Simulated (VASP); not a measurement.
**Ti: single point with PBEsol**

The system is Ti.

```
Ti
1.0
     4.59620    0.00000    0.00000
    -2.29810    3.98043    0.00000
     0.00000    0.00000    2.46250
Ti
3
Direct
  0.00000 0.00000 0.00000
  0.33333 0.66667 0.50000
  0.66667 0.33333 0.50000
```

```json
{
  "Program": "VASP 6.6.1",
  "Task": "single point",
  "Functional": "PBEsol",
  "Potentials or basis": "VASP PAW PBE potentials, release 64 (Ti_sv)",
  "Cutoff": "520 eV",
  "k mesh": "12 × 12 × 14",
  "Occupations": "gaussian, width 0.15 eV",
  "Spin": "no spin polarisation"
}
```

The pressure is 13.0 GPa and the band gap on the k mesh is zero (band 18 reaches 9.90 eV, above the bottom of band 19 at 8.88 eV).

Stress tensor (GPa, compression positive):
```
10.60  0.00  0.00
 0.00 10.60  0.00
 0.00  0.00 17.70
```

Levels at points of the mesh, in eV from the Fermi level:
| k point | band 15 | band 16 | band 17 | band 18 | band 19 | band 20 | band 21 | band 22 |
| --- | --- | --- | --- | --- | --- | --- | --- | --- |
| (0.00, 0.00, 0.00) | -0.86 | -0.86 | -0.83 | -0.83 | -0.72 | -0.12 | 1.32 | 1.32 |
| (0.50, 0.00, 0.00) | -2.91 | -0.91 | -0.83 | -0.56 | -0.23 | -0.17 | 0.96 | 2.63 |
| (0.00, 0.00, 0.50) | -1.82 | -1.82 | -1.29 | -0.61 | 0.55 | 0.55 | 1.78 | 1.78 |
| (0.50, 0.00, 0.50) | -2.18 | -1.39 | -0.63 | 0.06 | 0.24 | 1.46 | 1.48 | 1.95 |

Run time: 6.7 min on 1 thread of Intel(R) Xeon(R) Platinum 8375C CPU @ 2.90GHz (Ice Lake), on a shared host, peak memory 0.25 GiB.

Caveat: the PAW data sets were made with another functional, which shifts forces and pressure a little.
